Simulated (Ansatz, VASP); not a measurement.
**Two plane-wave programs on Sc**

```
Sc
1.0
     6.04222    0.00000    0.00000
    -3.02111    5.23272    0.00000
     0.00000    0.00000    5.45040
Sc
5
Direct
  0.00000 0.50000 0.00000
  0.50000 0.00000 0.00000
  0.50000 0.50000 0.00000
  0.33333 0.66667 0.50000
  0.66667 0.33333 0.50000
```

Alike in both runs: functional PBE; k mesh 9 × 9 × 8; occupations gaussian, width 0.1 eV; no spin polarisation.

Ansatz relaxed the structure, and its values are those at the end. VASP's run is a single point on that final structure, the one shown.

|  | VASP | Ansatz |
| --- | --- | --- |
| version | VASP 6.6.1 | Ansatz 0.2.0 |
| potentials or method | VASP PAW PBE potentials, release 64 (Sc_sv), cutoff 520 eV | scalar-relativistic, plane waves, PAW |
| valence electrons in the cell | 55 | 55 |

```tsv
	VASP	Ansatz	Ansatz less VASP
gap on the k mesh at the Fermi level (eV)	none	none	-
pressure (GPa)	0.0	0.0	0.00
```

A gap of «none» marks a metal or a gap that the smearing closes.
